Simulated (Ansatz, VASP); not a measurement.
Ag in VASP and in Ansatz

Contents of POSCAR:

```
Ag
1.0
   -1.6774414196      1.6774414196      1.6774414196
    1.6774414196     -1.6774414196      1.6774414196
    1.6774414196      1.6774414196     -1.6774414196
Ag
1
Direct
    0.0000000000      0.0000000000      0.0000000000
```

INCAR.step1

```
SYSTEM = Ag
ALGO = Normal ; EDIFF = 1E-5
ENCUT = 520 ; GGA = PE
ISIF = 2 ; ISMEAR = -1
LASPH = .True. ; LREAL = .False.
LWAVE = .True. ; NBANDS = 12
NELM = 100 ; PREC = Accurate
SIGMA = 0.05
```

INCAR.step2

```
SYSTEM = Ag
ALGO = Normal ; EDIFF = 1E-7
ENCUT = 520 ; GGA = PE
HFSCREEN = 0.2079 ; ISIF = 2
ISMEAR = -1 ; ISTART = 1
LASPH = .True. ; LCHARG = .True.
LELF = .True. ; LHFCALC = .True.
LREAL = .False. ; LVHAR = .True.
LWAVE = .False. ; NBANDS = 12
NELM = 100 ; PREC = Accurate
PRECFOCK = Normal ; SIGMA = 0.05
```

File KPOINTS:

```
k-points
0
Gamma
  6 6 6
  0 0 0
```

File input:

```
crystal:
  lattice:
    - [-1.6774414196, 1.6774414196, 1.6774414196]
    - [1.6774414196, -1.6774414196, 1.6774414196]
    - [1.6774414196, 1.6774414196, -1.6774414196]
  atoms:
    - { symbol: Ag, position: [0.0, 0.0, 0.0] }
hamiltonian:
  xc: hse06
  pseudopotentials: { kind: paw }
kpoints:
  mp_grid: { grid: [6, 6, 6] }
scf:
  occupations: { method: fermi_dirac, width: 0.05 }
output:
  forces: true
  stress: true
  eigenvalues: true
  write_density: true
  write_potential: true
  elf: true
  volumetric_format: npy
```

Alike in both runs: task single point; functional HSE06; k mesh 6 × 6 × 6; occupations fermi-dirac, width 0.05 eV; no spin polarisation.

```csv
,VASP,Ansatz
version,VASP 6.6.1,Ansatz 0.2.0
potentials or method,"VASP PAW PBE potentials, release 64 (Ag)",Ansatz PAW
plane-wave cutoff (eV),520,420
valence electrons in the cell,11,19
```

|  | VASP | Ansatz | Ansatz less VASP |
| --- | --- | --- | --- |
| gap on the k mesh at the Fermi level (eV) | none | none | - |
| pressure (GPa) | -2.9 | -3.0 | -0.07 |

A gap of «none» marks a metal or a gap that the smearing closes. With one functional, cell and mesh, what is left measures potentials, basis and numerics. VASP's potentials hold 11 valence electrons a cell and Ansatz's 19, so a difference there can come from the potentials and not from the codes.

The k mesh is coarse, so the values compare programs but aren't converged.
